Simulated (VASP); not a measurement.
# ScAl2 (Fd-3m) in VASP: a series of runs

Runs on ScAl2. Level: PBEsol. Tasks: single point.

All numbers are computed with VASP 6.6.1; they aren't measurements. Logs are shortened: lines on timing, memory, paths and dates and some standing lists are left out, and cuts for length are marked.

### Step 1. The cell of the first run

The structure is cubic, space group Fd-3m (No. 227). Conventional cell: a = 7.213 Å, b = 7.213 Å, c = 7.213 Å, α = 90.00°, β = 90.00°, γ = 90.00°. Sc (site symmetry -43m) has 12 Al at 2.99 Å and 4 Sc at 3.12 Å within 3.9 Å. Within 3.4 Å of Al (site symmetry -3m) lie 6 Al at 2.55 Å and 6 Sc at 2.99 Å.

### Step 2. Single point, PBEsol (15.64 Å³/atom)

INCAR reads:

```
SYSTEM = ScAl2
PREC     = Accurate       ! precision mode
ENCUT    = 520            ! plane-wave cutoff, eV
EDIFF    = 1E-7           ! SCF threshold, eV
ISMEAR   = 0              ! smearing method
SIGMA    = 0.1            ! smearing width, eV
LREAL    = .False.        ! projectors in reciprocal space
LASPH    = .True.         ! aspherical terms in the spheres
NELM     = 80             ! most SCF steps
ALGO     = Normal         ! electronic algorithm
ISIF     = 2              ! what is computed and relaxed
LWAVE    = .False.        ! write WAVECAR
LCHARG   = .False.        ! write CHGCAR
GGA      = PS             ! functional
NBANDS   = 26             ! bands
```

KPOINTS reads:

```
Automatic mesh
0
Gamma
  8 8 8
  0 0 0
```

POSCAR reads:

```
ScAl2
1.0
    0.0000000000      3.6064082183      3.6064082183
    3.6064082183      0.0000000000      3.6064082183
    3.6064082183      3.6064082183      0.0000000000
Sc Al
2 4
Direct
    0.5000000000      0.5000000000      0.5000000000
    0.7500000000      0.7500000000      0.7500000000
    0.1250000000      0.1250000000      0.1250000000
    0.6250000000      0.1250000000      0.1250000000
    0.1250000000      0.6250000000      0.1250000000
    0.1250000000      0.1250000000      0.6250000000
```

Potentials or basis: VASP PAW PBE potentials, release 64 (Sc_sv, Al).

Run with:

```
> cat potpaw_PBE.64/Sc_sv/POTCAR potpaw_PBE.64/Al/POTCAR > POTCAR
> mpirun -np 1 vasp_std > vasp.out
```

OUTCAR:

```text
SYSTEM = ScAl2
   PREC = Accurate
   ENCUT = 520
   EDIFF = 1E-7
   ISMEAR = 0
   LREAL = .False.
   LASPH = .True.
   NELM = 80
   ISIF = 2
   GGA = PS

 ion  position               nearest neighbor table
   1  0.500  0.500  0.500-   3 2.99   5 2.99   6 2.99   3 2.99   4 2.99   6 2.99   3 2.99   4 2.99
                             5 2.99   4 2.99   5 2.99   6 2.99   2 3.12   2 3.12   2 3.12   2 3.12
   2  0.750  0.750  0.750-   4 2.99   5 2.99   6 2.99   3 2.99   4 2.99   5 2.99   3 2.99   4 2.99
                             6 2.99   3 2.99   5 2.99   6 2.99   1 3.12   1 3.12   1 3.12   1 3.12
   3  0.125  0.125  0.125-   4 2.55   5 2.55   6 2.55   6 2.55   5 2.55   4 2.55   1 2.99   2 2.99
                             1 2.99   2 2.99   1 2.99   2 2.99
   4  0.625  0.125  0.125-   3 2.55   6 2.55   5 2.55   3 2.55   5 2.55   6 2.55   2 2.99   1 2.99
                             1 2.99   2 2.99   2 2.99   1 2.99
   5  0.125  0.625  0.125-   3 2.55   6 2.55   3 2.55   4 2.55   6 2.55   4 2.55   2 2.99   1 2.99
                             2 2.99   2 2.99   1 2.99   1 2.99
   6  0.125  0.125  0.625-   3 2.55   3 2.55   4 2.55   5 2.55   5 2.55   4 2.55   1 2.99   2 2.99
                             1 2.99   2 2.99   1 2.99   2 2.99

  LATTYP: Found a face centered cubic cell.
 ALAT       =     7.2128164366

  Lattice vectors:

 A1 = (   0.0000000000,   3.6064082183,   3.6064082183)
 A2 = (   3.6064082183,   0.0000000000,   3.6064082183)
 A3 = (   3.6064082183,   3.6064082183,   0.0000000000)

Analysis of symmetry for initial positions (statically):
=====================================================================
 Subroutine PRICEL returns:
 Original cell was already a primitive cell.

 Routine SETGRP: Setting up the symmetry group for a
 face centered cubic supercell.

 Subroutine GETGRP returns: Found 48 space group operations
 (whereof 24 operations were pure point group operations)
 out of a pool of 48 trial point group operations.

The static configuration has the point symmetry T_d .
 The point group associated with its full space group is O_h .

Analysis of symmetry for dynamics (positions and initial velocities):
=====================================================================
 Subroutine PRICEL returns:
 Original cell was already a primitive cell.

 Routine SETGRP: Setting up the symmetry group for a
 face centered cubic supercell.

 Subroutine GETGRP returns: Found 48 space group operations
 (whereof 24 operations were pure point group operations)
 out of a pool of 48 trial point group operations.

The dynamic configuration has the point symmetry T_d .
 The point group associated with its full space group is O_h .

 Subroutine INISYM returns: Found 48 space group operations
 (whereof 24 operations are pure point group operations),
 and found     1 'primitive' translations

----------------------------------------------------------------------------------------

                                     Primitive cell

  volume of cell :      93.8112

  direct lattice vectors                    reciprocal lattice vectors
     0.000000000  3.606408218  3.606408218    -0.138642098  0.138642098  0.138642098
     3.606408218  0.000000000  3.606408218     0.138642098 -0.138642098  0.138642098
     3.606408218  3.606408218  0.000000000     0.138642098  0.138642098 -0.138642098

  length of vectors
     5.100231414  5.100231414  5.100231414     0.240135157  0.240135157  0.240135157

  position of ions in fractional coordinates (direct lattice)
     0.500000000  0.500000000  0.500000000
     0.750000000  0.750000000  0.750000000
     0.125000000  0.125000000  0.125000000
     0.625000000  0.125000000  0.125000000
     0.125000000  0.625000000  0.125000000
     0.125000000  0.125000000  0.625000000

  ion indices of the primitive-cell ions
   primitive index   ion index
                 1           1
                 2           2
                 3           3
                 4           4
                 5           5
                 6           6

----------------------------------------------------------------------------------------

 KPOINTS: Automatic mesh

Automatic generation of k-mesh.
 Grid dimensions read from file:
 generate k-points for:    8    8    8

 Generating k-lattice:

  Cartesian coordinates                     Fractional coordinates (reciprocal lattice)
    -0.017330262  0.017330262  0.017330262     0.125000000  0.000000000  0.000000000
     0.017330262 -0.017330262  0.017330262     0.000000000  0.125000000  0.000000000
     0.017330262  0.017330262 -0.017330262     0.000000000  0.000000000  0.125000000

  Length of vectors
     0.030016895  0.030016895  0.030016895

  Shift w.r.t. Gamma in fractional coordinates (k-lattice)
     0.000000000  0.000000000  0.000000000

 Subroutine IBZKPT returns following result:
 ===========================================

 Found     29 irreducible k-points:

 Following reciprocal coordinates:
            Coordinates               Weight
  0.000000  0.000000  0.000000      1.000000
  0.125000  0.000000  0.000000      8.000000
  0.250000  0.000000  0.000000      8.000000
  0.375000  0.000000  0.000000      8.000000
  0.500000  0.000000  0.000000      4.000000
  0.125000  0.125000  0.000000      6.000000
[... 16 lines left out ...]
  0.500000  0.250000  0.125000     48.000000
 -0.375000  0.250000  0.125000     24.000000
 [... further k-points ...]
   k-points           NKPTS =     29   k-points in BZ     NKDIM =     29   number of bands    NBANDS=     26
   number of dos      NEDOS =    301   number of ions     NIONS =      6
   total plane-waves  NPLWV =  64000
   dimension x,y,z NGX =    40 NGY =   40 NGZ =   40
   dimension x,y,z NGXF=    80 NGYF=   80 NGZF=   80
   ions per type =               2   4
   NGX,Y,Z   is equivalent  to a cutoff of  13.04, 13.04, 13.04 a.u.
   NGXF,Y,Z  is equivalent  to a cutoff of  26.08, 26.08, 26.08 a.u.
 SYSTEM =  ScAl2
   PREC   = accura    normal or accurate (medium, high low for compatibility)
   ISTART =      0    job   : 0-new  1-cont  2-samecut
   ICHARG =      2    charge: 1-file 2-atom 10-const
   ISPIN  =      1    spin polarized calculation?
   LNONCOLLINEAR =      F non collinear calculations
   LSORBIT =      F    spin-orbit coupling
   LASPH  =      T    aspherical Exc in radial PAW
   ENCUT  =  520.0 eV  38.22 Ry    6.18 a.u.   9.48  9.48  9.48*2*pi/ulx,y,z
   NELM   =     80;   NELMIN=  2; NELMDL= -5     # of ELM steps
   EDIFF  = 0.1E-06   stopping-criterion for ELM
   LREAL  =      F    real-space projection
   EDIFFG = 0.1E-05   stopping-criterion for IOM
   NSW    =      0    number of steps for IOM
   IBRION =     -1    ionic relax: 0-MD 1-quasi-New 2-CG
   NFREE  =      0    steps in history (QN), initial steepest desc. (CG)
   ISIF   =      2    stress and relaxation
   ISYM   =      2    0-nonsym 1-usesym 2-fastsym
   POTIM  = 0.5000    time-step for ionic-motion
   TEBEG  =    0.0;   TEEND  =   0.0 temperature during run
   PSTRESS=    0.0 pullay stress
   NELECT =      34.0000    total number of electrons
   NUPDOWN=      -1.0000    fix difference up-down
   EMIN   =  10.00;   EMAX   =-10.00  energy-range for DOS
   EFERMI =   0.00;   METHOD = LEGACY
   ISMEAR =     0;   SIGMA  =   0.10  broadening in eV -4-tet -1-fermi 0-gaus
   EFERMI_NEDOS =   21; number of points for ismear=-14 and -15
   IALGO  =     38    algorithm
   IMIX   =      4    mixing-type and parameters
     AMIX     =   0.40;   BMIX     =  1.00
     AMIX_MAG =   1.60;   BMIX_MAG =  1.00
  volume/ion in A,a.u.               =      15.64       105.51
  Fermi-wavevector in a.u.,A,eV,Ry     =   1.167212  2.205710 18.536344  1.362383
  Thomas-Fermi vector in A             =   2.303715
   LORBIT       =      0    0 simple, 1 ext, 2 COOP (PROOUT), +10 PAW based schemes
   GGA     = PS    functional components
   LHFCALC =     F    Hartree Fock is set to
   AEXX    =    0.0000 exact exchange contribution
   IVDW    =     0    specifies the selected vdW correction
   LEPSILON=     F    determine dielectric tensor
   LRPA    =     F    only Hartree local field effects (RPA)
 non-spin polarized calculation
 Gauss-broadening in eV      SIGMA  =   0.10
  energy-cutoff  :      520.00
  volume of cell :       93.81
 maximum number of plane-waves:      2565
 NGX is ok and might be reduce to    40
   NGX = 19   NGY = 19   NGZ = 19

 number of electron      33.9999997 magnetization

 Free energy of the ion-electron system (eV)
  ---------------------------------------------------
  ext. energy  EPLUGINS =         0.00000000
  ---------------------------------------------------
  free energy    TOTEN  =       -31.94994155 eV

  energy without entropy =      -31.92810534  energy(sigma->0) =      -31.93902344

 E-fermi :   7.6233     XC(G=0): -10.9707

 val. band max:        7.5774017718   @ k =  -0.2500   0.1250   0.0000
 cond. band min:       7.6346001627   @ k =  -0.3750   0.3750   0.1250
 fundamental gap:      0.0571983910
 Fermi energy:         7.6232910879

 k-point     1 :       0.0000    0.0000    0.0000
  band No.  band energies     occupation
      1     -41.0037      2.00000
      2     -40.9303      2.00000
      3     -19.8445      2.00000
      4     -19.8445      2.00000
      5     -19.8445      2.00000
      6     -19.6724      2.00000
[... 18 lines left out ...]
     25      11.5834      0.00000
     26      11.5834      0.00000

 k-point     2 :       0.1250    0.0000    0.0000
  band No.  band energies     occupation
      1     -41.0016      2.00000
      2     -40.9324      2.00000
      3     -19.8481      2.00000
      4     -19.8481      2.00000
      5     -19.8452      2.00000
      6     -19.6730      2.00000
[... 18 lines left out ...]
     25      11.3732      0.00000
     26      11.3745      0.00000

 k-point     3 :       0.2500    0.0000    0.0000
  band No.  band energies     occupation
      1     -40.9960      2.00000
      2     -40.9380      2.00000
      3     -19.8563      2.00000
      4     -19.8563      2.00000
      5     -19.8473      2.00000
      6     -19.6740      2.00000
[... 572 lines left out ...]
 k-point    23 :       0.5000    0.2500    0.1250
  band No.  band energies     occupation
      1     -40.9839      2.00000
      2     -40.9501      2.00000
      3     -19.8859      2.00000
      4     -19.8727      2.00000
      5     -19.8156      2.00000
      6     -19.7063      2.00000
[... 18 lines left out ...]
     25      11.5851      0.00000
     26      11.6277      0.00000

 k-point    24 :      -0.3750    0.2500    0.1250
  band No.  band energies     occupation
      1     -40.9799      2.00000
      2     -40.9540      2.00000
      3     -19.8897      2.00000
      4     -19.8757      2.00000
      5     -19.8117      2.00000
      6     -19.7104      2.00000
[... 18 lines left out ...]
     25      11.4403      0.00000
     26      11.9068      0.00000

 [... further k-points ...]
[... 5 lines left out ...]
  --------------------------------------------------------------------------------------
  -------------------------------------------------------------------------------------
  Total        9.0467068      9.0467068      9.0467068      0.0000000     -0.0000000     -0.0000000
  in kB      154.5063921    154.5063921    154.5063921      0.0000000     -0.0000000     -0.0000000
  external PRESSURE =     154.5063921 kB  Pullay stress =       0.0000000 kB

 VOLUME and BASIS-vectors are now :
 -----------------------------------------------------------------------------
  energy-cutoff  :      520.00
  volume of cell :       93.81
      direct lattice vectors                 reciprocal lattice vectors
     0.000000000  3.606408218  3.606408218    -0.138642098  0.138642098  0.138642098
     3.606408218  0.000000000  3.606408218     0.138642098 -0.138642098  0.138642098
     3.606408218  3.606408218  0.000000000     0.138642098  0.138642098 -0.138642098

 POSITION                                       TOTAL-FORCE (eV/Angst)
 -----------------------------------------------------------------------------------
      3.60641      3.60641      3.60641         0.000000      0.000000      0.000000
      5.40961      5.40961      5.40961        -0.000000     -0.000000     -0.000000
      0.90160      0.90160      0.90160         0.000000      0.000000     -0.000000
      0.90160      2.70481      2.70481         0.000000      0.000000     -0.000000
      2.70481      0.90160      2.70481         0.000000      0.000000     -0.000000
      2.70481      2.70481      0.90160         0.000000      0.000000     -0.000000
 -----------------------------------------------------------------------------------
    total drift:                               -0.000000     -0.000000      0.000000

  FREE ENERGIE OF THE ION-ELECTRON SYSTEM (eV)
  ---------------------------------------------------
  free  energy   TOTEN  =       -31.9499415502 eV

  energy  without entropy=      -31.9281053371  energy(sigma->0) =      -31.93902344
```

Wall time 84 s (1 thread of Intel Xeon Platinum 8559C (Emerald Rapids), shared host); peak memory 0.26 GiB.

Results:

- Free energy: -31.9499 eV
- Pressure: 15.5 GPa
- Band gap on the k mesh: zero (bands 17 and 18 overlap by 2.66 eV)

Caveat: the cell stands under pressure; the PAW data sets were made with another functional, which shifts forces and pressure a little.

### Step 3. Single point, PBEsol (16.17 Å³/atom)

This run uses another cell than the first one, of 16.17 Å³/atom.

INCAR reads:

```
SYSTEM = ScAl2
PREC = Accurate
ENCUT = 520
EDIFF = 1E-7
ISMEAR = 0
SIGMA = 0.1
LREAL = .False.
LASPH = .True.
NELM = 100
ALGO = Fast
ISIF = 2
LWAVE = .False.
LCHARG = .True.
GGA = PS
LELF = .True.
LVHAR = .True.
NBANDS = 26
```

KPOINTS is that of step 2.

POSCAR, as its differences from that of step 2:

```diff
@@ -2,5 +2,5 @@
 1.0
-    0.0000000000      3.6064082183      3.6064082183
-    3.6064082183      0.0000000000      3.6064082183
-    3.6064082183      3.6064082183      0.0000000000
+    0.0000000000      3.6469330509      3.6469330509
+    3.6469330509      0.0000000000      3.6469330509
+    3.6469330509      3.6469330509      0.0000000000
 Sc Al
```

Potentials or basis: VASP PAW PBE potentials, release 64 (Sc_sv, Al).

Run with:

```
> cat potpaw_PBE.64/Sc_sv/POTCAR potpaw_PBE.64/Al/POTCAR > POTCAR
> mpirun -np 1 vasp_std > vasp.out
```

Run time: 2.2 min. Hardware: 1 thread of Intel Xeon Platinum 8559C (Emerald Rapids), shared host; peak memory 0.26 GiB.

It converged, with:

```
Free energy            : -32.2106 eV
Pressure               : 10.7 GPa
Band gap on the k mesh : zero (bands 17 and 18 overlap by 2.59 eV)
```

Levels at points of the mesh, in eV from the Fermi level:
```tsv
k point	band 13	band 14	band 15	band 16	band 17	band 18	band 19	band 20	band 21	band 22
(0.00, 0.00, 0.00)	-2.65	-2.40	-2.40	-2.40	-1.86	-1.86	0.50	2.45	2.45	2.45
(0.50, 0.00, 0.00)	-3.76	-1.92	-1.92	-0.36	-0.14	-0.14	1.82	1.82	2.07	2.93
(0.50, 0.50, 0.00)	-3.72	-3.72	0.26	0.26	0.72	0.72	0.87	0.87	1.12	1.12
```

Caveat: the cell stands under pressure; the PAW data sets were made with another functional, which shifts forces and pressure a little.

### Step 4. Single point, PBEsol (19.54 Å³/atom)

This run uses another cell than the first one, of 19.54 Å³/atom.

INCAR reads:

```
ALGO = Fast
EDIFF = 1E-7
ENCUT = 520
GGA = PS
ISIF = 2
ISMEAR = 0
LASPH = T
LCHARG = F
LREAL = F
LWAVE = F
NBANDS = 26
NELM = 60
PREC = Accurate
SIGMA = 0.1
```

KPOINTS reads:

```
k-points
0
Gamma
  8 8 8
```

POSCAR, as its differences from that of step 3:

```diff
@@ -2,5 +2,5 @@
 1.0
-    0.0000000000      3.6469330509      3.6469330509
-    3.6469330509      0.0000000000      3.6469330509
-    3.6469330509      3.6469330509      0.0000000000
+    0.0000000000      3.8848854860      3.8848854860
+    3.8848854860      0.0000000000      3.8848854860
+    3.8848854860      3.8848854860      0.0000000000
 Sc Al
```

Run with:

```
> cat potpaw_PBE.64/Sc_sv/POTCAR potpaw_PBE.64/Al/POTCAR > POTCAR
> mpirun -np 1 vasp_std > vasp.out
```

Wall time 4 min (1 thread of Intel Xeon Platinum 8559C (Emerald Rapids), shared host); peak memory 0.29 GiB.

It converged, with:

- Free energy: -32.2605 eV
- Pressure: -7.2 GPa
- Band gap on the k mesh: zero (bands 17 and 18 overlap by 2.18 eV)

Levels at points of the mesh, in eV from the Fermi level:
```tsv
k point	band 15	band 16	band 17	band 18	band 19	band 20
(0.00, 0.00, 0.00)	-2.38	-2.38	-1.56	-1.56	0.22	1.88
(0.50, 0.00, 0.00)	-1.78	-0.34	-0.12	-0.12	1.55	1.55
(0.50, 0.50, 0.00)	0.27	0.27	0.63	0.63	0.80	0.80
```

Caveat: the cell stands under tension; the PAW data sets were made with another functional, which shifts forces and pressure a little.

### Step 5. Overview

| cell | gap on the mesh (eV) | pressure (GPa) |
| --- | --- | --- |
| a = 5.100 Å, angles 60.0°, 6 atoms | none | 15.5 |
| a = 5.158 Å, angles 60.0°, 6 atoms | none | 10.7 |
| a = 5.494 Å, angles 60.0°, 6 atoms | none | -7.2 |

Alike in all rows: task single point; level PBEsol; potentials or basis VASP PAW PBE potentials, release 64 (Sc_sv, Al); no spin polarisation; k mesh 8 × 8 × 8; cutoff (eV) 520; smearing gaussian 0.1 eV.

Caveats: the PAW data sets were made with another functional, which shifts forces and pressure a little; the cell stands under pressure (at least some runs); the cell stands under tension (at least some runs).

Absolute energies hang on the potentials; compare differences alone.
